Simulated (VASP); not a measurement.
# SnO2 (P1) in VASP: further runs

SnO2 is run at these levels: LDA; tasks: single point.

Program: VASP 6.6.1. These are calculated values, not measurements. Logs are shortened: lines on timing, memory, paths and dates and some standing lists are left out, and cuts for length are marked.

**1. The cell of the first run**

The typed cell holds 3 atoms: a = 5.151 Å, b = 5.151 Å, c = 5.151 Å, α = 36.59°, β = 36.59°, γ = 36.59°.

**2. Single point, LDA**

Input file INCAR:

```
PREC = Accurate
ENCUT = 520
EDIFF = 1E-6
ISMEAR = 0
SIGMA = 0.01
LREAL = False
LASPH = True
NELM = 100
ALGO = Normal
ISIF = 2
LWAVE = False
LCHARG = False
NBANDS = 20
```

Input file KPOINTS:

```
regular mesh
0
Gamma
  6 6 6
```

Input file POSCAR:

```
SnO2
1.0
    1.6170900000      0.9336300000      4.8005900000
   -1.6170900000      0.9336300000      4.8005900000
    0.0000000000     -1.8672600000      4.8005900000
Sn O
1 2
Direct
    0.5094200000      0.4755800000      0.5048900000
    0.3016900000      0.2038700000      0.1931600000
    0.8449500000      0.6905000000      0.7700400000
```

Potentials or basis: VASP PAW LDA potentials, release 64 (Sn_d, O).

On the command line:

```console
cat potpaw_LDA.64/Sn_d/POTCAR potpaw_LDA.64/O/POTCAR > POTCAR
mpirun -np 1 vasp_std > vasp.out
```

OUTCAR:

```text
PREC = Accurate
   ENCUT = 520
   EDIFF = 1E-6
   ISMEAR = 0
   LREAL = False
   LASPH = True
   NELM = 100
   ISIF = 2

 ion  position               nearest neighbor table
   1  0.509  0.476  0.505-   3 1.91   2 2.00   3 2.09   2 2.11   3 2.21   2 2.26
   2  0.302  0.204  0.193-   1 2.00   1 2.11   1 2.26
   3  0.845  0.691  0.770-   1 1.91   1 2.09   1 2.21

  LATTYP: Found a trigonal (rhomboedric) cell.
 ALAT       =     5.1509522802
 COS(alpha) =     0.8028825577

  Lattice vectors:

 A1 = (   1.6170900000,   0.9336300000,   4.8005900000)
 A2 = (  -1.6170900000,   0.9336300000,   4.8005900000)
 A3 = (   0.0000000000,  -1.8672600000,   4.8005900000)

Analysis of symmetry for initial positions (statically):
=====================================================================
 Subroutine PRICEL returns:
 Original cell was already a primitive cell.

 Routine SETGRP: Setting up the symmetry group for a
 trigonal (rhombohedral) supercell.

 Subroutine GETGRP returns: Found  1 space group operations
 (whereof  1 operations were pure point group operations)
 out of a pool of 12 trial point group operations.

The static configuration has the point symmetry C_1 .

Analysis of symmetry for dynamics (positions and initial velocities):
=====================================================================
 Subroutine PRICEL returns:
 Original cell was already a primitive cell.

 Routine SETGRP: Setting up the symmetry group for a
 trigonal (rhombohedral) supercell.

 Subroutine GETGRP returns: Found  1 space group operations
 (whereof  1 operations were pure point group operations)
 out of a pool of 12 trial point group operations.

The dynamic configuration has the point symmetry C_1 .

 Subroutine INISYM returns: Found  1 space group operations
 (whereof  1 operations are pure point group operations),
 and found     1 'primitive' translations

----------------------------------------------------------------------------------------

                                     Primitive cell

  volume of cell :      43.4865

  direct lattice vectors                    reciprocal lattice vectors
     1.617090000  0.933630000  4.800590000     0.309197385  0.178514686  0.069435910
    -1.617090000  0.933630000  4.800590000    -0.309197385  0.178514686  0.069435910
     0.000000000 -1.867260000  4.800590000     0.000000000 -0.357029373  0.069435910

  length of vectors
     5.150952280  5.150952280  5.150953723     0.363719483  0.363719483  0.363718736

  position of ions in fractional coordinates (direct lattice)
     0.509420000  0.475580000  0.504890000
     0.301690000  0.203870000  0.193160000
     0.844950000  0.690500000  0.770040000

  ion indices of the primitive-cell ions
   primitive index   ion index
                 1           1
                 2           2
                 3           3

----------------------------------------------------------------------------------------

 KPOINTS: regular mesh

Automatic generation of k-mesh.
 Grid dimensions read from file:
 generate k-points for:    6    6    6

 Generating k-lattice:

  Cartesian coordinates                     Fractional coordinates (reciprocal lattice)
     0.051532898  0.029752448  0.011572652     0.166666667  0.000000000 -0.000000000
    -0.051532898  0.029752448  0.011572652     0.000000000  0.166666667 -0.000000000
     0.000000000 -0.059504895  0.011572652    -0.000000000 -0.000000000  0.166666667

  Length of vectors
     0.060619914  0.060619914  0.060619789

  Shift w.r.t. Gamma in fractional coordinates (k-lattice)
     0.000000000  0.000000000  0.000000000

 Subroutine IBZKPT returns following result:
 ===========================================

 Found    112 irreducible k-points:

 Following reciprocal coordinates:
            Coordinates               Weight
  0.000000  0.000000  0.000000      1.000000
  0.166667  0.000000  0.000000      2.000000
  0.000000  0.166667  0.000000      2.000000
  0.000000  0.000000  0.166667      2.000000
  0.333333 -0.000000  0.000000      2.000000
 -0.000000  0.333333  0.000000      2.000000
[... 16 lines left out ...]
 -0.166667  0.500000  0.000000      2.000000
  0.166667  0.000000  0.500000      2.000000
 [... further k-points ...]
   k-points           NKPTS =    112   k-points in BZ     NKDIM =    112   number of bands    NBANDS=     20
   number of dos      NEDOS =    301   number of ions     NIONS =      3
   total plane-waves  NPLWV =  64000
   dimension x,y,z NGX =    40 NGY =   40 NGZ =   40
   dimension x,y,z NGXF=    80 NGYF=   80 NGZF=   80
   ions per type =               1   2
   NGX,Y,Z   is equivalent  to a cutoff of  12.91, 12.91, 12.91 a.u.
   NGXF,Y,Z  is equivalent  to a cutoff of  25.82, 25.82, 25.82 a.u.
 SYSTEM =  unknown system
   PREC   = accura    normal or accurate (medium, high low for compatibility)
   ISTART =      0    job   : 0-new  1-cont  2-samecut
   ICHARG =      2    charge: 1-file 2-atom 10-const
   ISPIN  =      1    spin polarized calculation?
   LNONCOLLINEAR =      F non collinear calculations
   LSORBIT =      F    spin-orbit coupling
   LASPH  =      T    aspherical Exc in radial PAW
   ENCUT  =  520.0 eV  38.22 Ry    6.18 a.u.   9.58  9.58  9.58*2*pi/ulx,y,z
   NELM   =    100;   NELMIN=  2; NELMDL= -5     # of ELM steps
   EDIFF  = 0.1E-05   stopping-criterion for ELM
   LREAL  =      F    real-space projection
   EDIFFG = 0.1E-04   stopping-criterion for IOM
   NSW    =      0    number of steps for IOM
   IBRION =     -1    ionic relax: 0-MD 1-quasi-New 2-CG
   NFREE  =      0    steps in history (QN), initial steepest desc. (CG)
   ISIF   =      2    stress and relaxation
   ISYM   =      2    0-nonsym 1-usesym 2-fastsym
   POTIM  = 0.5000    time-step for ionic-motion
   TEBEG  =    0.0;   TEEND  =   0.0 temperature during run
   PSTRESS=    0.0 pullay stress
   NELECT =      26.0000    total number of electrons
   NUPDOWN=      -1.0000    fix difference up-down
   EMIN   =  10.00;   EMAX   =-10.00  energy-range for DOS
   EFERMI =   0.00;   METHOD = LEGACY
   ISMEAR =     0;   SIGMA  =   0.01  broadening in eV -4-tet -1-fermi 0-gaus
   EFERMI_NEDOS =   21; number of points for ismear=-14 and -15
   IALGO  =     38    algorithm
   IMIX   =      4    mixing-type and parameters
     AMIX     =   0.40;   BMIX     =  1.00
     AMIX_MAG =   1.60;   BMIX_MAG =  1.00
  volume/ion in A,a.u.               =      14.50        97.82
  Fermi-wavevector in a.u.,A,eV,Ry     =   1.379159  2.606233 25.879362  1.902079
  Thomas-Fermi vector in A             =   2.504154
   LORBIT       =      0    0 simple, 1 ext, 2 COOP (PROOUT), +10 PAW based schemes
   GGA     = CA    functional components
   LHFCALC =     F    Hartree Fock is set to
   AEXX    =    0.0000 exact exchange contribution
   IVDW    =     0    specifies the selected vdW correction
   LEPSILON=     F    determine dielectric tensor
   LRPA    =     F    only Hartree local field effects (RPA)
 non-spin polarized calculation
 Gauss-broadening in eV      SIGMA  =   0.01
  energy-cutoff  :      520.00
  volume of cell :       43.49
 maximum number of plane-waves:      1188
 NGX is ok and might be reduce to    40
   NGX = 19   NGY = 19   NGZ = 19

 number of electron      26.0000001 magnetization

 Free energy of the ion-electron system (eV)
  ---------------------------------------------------
  ext. energy  EPLUGINS =         0.00000000
  ---------------------------------------------------
  free energy    TOTEN  =       -20.10419468 eV

  energy without entropy =      -20.10419468  energy(sigma->0) =      -20.10419468

 E-fermi :   3.2419     XC(G=0): -10.4738

 val. band max:        3.0829950023   @ k =   0.1667  -0.1667  -0.3333
 cond. band min:       4.8718070468   @ k =   0.0000   0.0000   0.0000
 fundamental gap:      1.7888120445
 Fermi energy:         3.2419074763

 k-point     1 :       0.0000    0.0000    0.0000
  band No.  band energies     occupation
      1     -17.1163      2.00000
      2     -16.8297      2.00000
      3     -16.6798      2.00000
      4     -16.4667      2.00000
      5     -16.4555      2.00000
      6     -14.8916      2.00000
[... 12 lines left out ...]
     19      19.3943      0.00000
     20      20.1409      0.00000

 k-point     2 :       0.1667    0.0000    0.0000
  band No.  band energies     occupation
      1     -17.1617      2.00000
      2     -16.8481      2.00000
      3     -16.6301      2.00000
      4     -16.4957      2.00000
      5     -16.4502      2.00000
      6     -14.7120      2.00000
[... 12 lines left out ...]
     19      17.1604      0.00000
     20      20.3436      0.00000

 k-point     3 :       0.0000    0.1667    0.0000
  band No.  band energies     occupation
      1     -17.1785      2.00000
      2     -16.8271      2.00000
      3     -16.6522      2.00000
      4     -16.5013      2.00000
      5     -16.4478      2.00000
      6     -14.6591      2.00000
[... 12 lines left out ...]
     19      17.4770      0.00000
     20      19.8336      0.00000

 k-point     4 :       0.0000    0.0000    0.1667
  band No.  band energies     occupation
      1     -17.1281      2.00000
      2     -16.8589      2.00000
      3     -16.6523      2.00000
      4     -16.4967      2.00000
      5     -16.4548      2.00000
      6     -14.7247      2.00000
[... 12 lines left out ...]
     19      17.1237      0.00000
     20      20.2982      0.00000

 k-point     5 :       0.3333   -0.0000    0.0000
  band No.  band energies     occupation
      1     -17.5084      2.00000
      2     -16.6550      2.00000
      3     -16.5831      2.00000
      4     -16.4927      2.00000
      5     -16.3781      2.00000
      6     -14.1679      2.00000
[... 12 lines left out ...]
     19      16.1625      0.00000
     20      18.3216      0.00000

 k-point     6 :      -0.0000    0.3333    0.0000
  band No.  band energies     occupation
      1     -17.4704      2.00000
      2     -16.7549      2.00000
      3     -16.5880      2.00000
      4     -16.4958      2.00000
      5     -16.3817      2.00000
      6     -13.9902      2.00000
[... 12 lines left out ...]
     19      16.4914      0.00000
     20      18.1803      0.00000

 k-point     7 :       0.0000    0.0000    0.3333
  band No.  band energies     occupation
      1     -17.4481      2.00000
      2     -16.7333      2.00000
      3     -16.6046      2.00000
      4     -16.4722      2.00000
      5     -16.3855      2.00000
      6     -14.1715      2.00000
[... 12 lines left out ...]
     19      16.2827      0.00000
     20      18.3323      0.00000
[... 277 lines left out ...]
 k-point    20 :       0.5000    0.1667    0.0000
  band No.  band energies     occupation
      1     -17.5654      2.00000
      2     -16.7589      2.00000
      3     -16.5724      2.00000
      4     -16.4769      2.00000
      5     -16.3493      2.00000
      6     -13.5749      2.00000
[... 12 lines left out ...]
     19      16.4201      0.00000
     20      17.1470      0.00000

 k-point    21 :       0.5000    0.0000   -0.1667
  band No.  band energies     occupation
      1     -17.5233      2.00000
      2     -16.8277      2.00000
      3     -16.5702      2.00000
      4     -16.4587      2.00000
      5     -16.3872      2.00000
      6     -13.4218      2.00000
[... 12 lines left out ...]
     19      16.5634      0.00000
     20      16.7980      0.00000

 k-point    22 :       0.0000    0.5000    0.1667
  band No.  band energies     occupation
      1     -17.4717      2.00000
      2     -16.9259      2.00000
      3     -16.5626      2.00000
      4     -16.4666      2.00000
      5     -16.3841      2.00000
      6     -13.2510      2.00000
[... 12 lines left out ...]
     19      16.7550      0.00000
     20      17.0816      0.00000

 k-point    23 :      -0.1667    0.5000    0.0000
  band No.  band energies     occupation
      1     -17.4617      2.00000
      2     -16.9415      2.00000
      3     -16.5612      2.00000
      4     -16.4740      2.00000
      5     -16.3718      2.00000
      6     -13.2865      2.00000
[... 12 lines left out ...]
     19      16.7837      0.00000
     20      17.1718      0.00000

 k-point    24 :       0.1667    0.0000    0.5000
  band No.  band energies     occupation
      1     -17.4626      2.00000
      2     -16.9130      2.00000
      3     -16.5765      2.00000
      4     -16.4501      2.00000
      5     -16.3814      2.00000
      6     -13.4515      2.00000
[... 12 lines left out ...]
     19      16.4729      0.00000
     20      17.0203      0.00000

 [... further k-points ...]

------------------------ aborting loop because EDIFF is reached ----------------------------------------

  FORCE on cell =-STRESS in cart. coord.  units (eV):
  Direction    XX          YY          ZZ          XY          YZ          ZX
  --------------------------------------------------------------------------------------
  -------------------------------------------------------------------------------------
  Total        0.6312570     -0.1986303      0.8160709      0.9850728     -0.7016700      2.1390499
  in kB       23.2574416     -7.3181472     30.0665504     36.2931000    -25.8516728     78.8091506
  external PRESSURE =      15.3352816 kB  Pullay stress =       0.0000000 kB

 VOLUME and BASIS-vectors are now :
 -----------------------------------------------------------------------------
  energy-cutoff  :      520.00
  volume of cell :       43.49
      direct lattice vectors                 reciprocal lattice vectors
     1.617090000  0.933630000  4.800590000     0.309197385  0.178514686  0.069435910
    -1.617090000  0.933630000  4.800590000    -0.309197385  0.178514686  0.069435910
     0.000000000 -1.867260000  4.800590000     0.000000000 -0.357029373  0.069435910

 POSITION                                       TOTAL-FORCE (eV/Angst)
 -----------------------------------------------------------------------------------
      0.05472     -0.02314      7.15235         2.488769      1.950482      1.418554
      0.15818      0.11133      3.35427        -0.027106     -1.302747      0.141332
      0.24976     -0.00432     11.06771        -2.461663     -0.647735     -1.559886
 -----------------------------------------------------------------------------------
    total drift:                                0.000196      0.000301     -0.000504

  FREE ENERGIE OF THE ION-ELECTRON SYSTEM (eV)
  ---------------------------------------------------
  free  energy   TOTEN  =       -20.1041946844 eV

  energy  without entropy=      -20.1041946844  energy(sigma->0) =      -20.10419468
```

It took 4.2 min on 1 thread of Intel Xeon 8259CL, shared host; peak memory 0.25 GiB.

What came out:

```yaml
Free_energy: -20.1042 eV
Pressure: 1.5 GPa
Largest_force: 3.466 eV/Å
Band_gap_on_the_k_mesh: 1.79 eV (least direct gap 2.18 eV)
```

Forces on the atoms (eV/Å):
```
Sn   2.489  1.950  1.419
O   -0.027 -1.303  0.141
O   -2.462 -0.648 -1.560
```

Stress tensor (GPa, compression positive):
```
 2.33  3.63  7.88
 3.63 -0.73 -2.59
 7.88 -2.59  3.01
```

Caveat: spin-orbit coupling is left out, which moves the levels of the heavy elements; forces of over 1 eV/Å act on the atoms, so gaps and moduli don't describe the material at rest. A k mesh can miss the band edges.

[end of part 1 of 2]
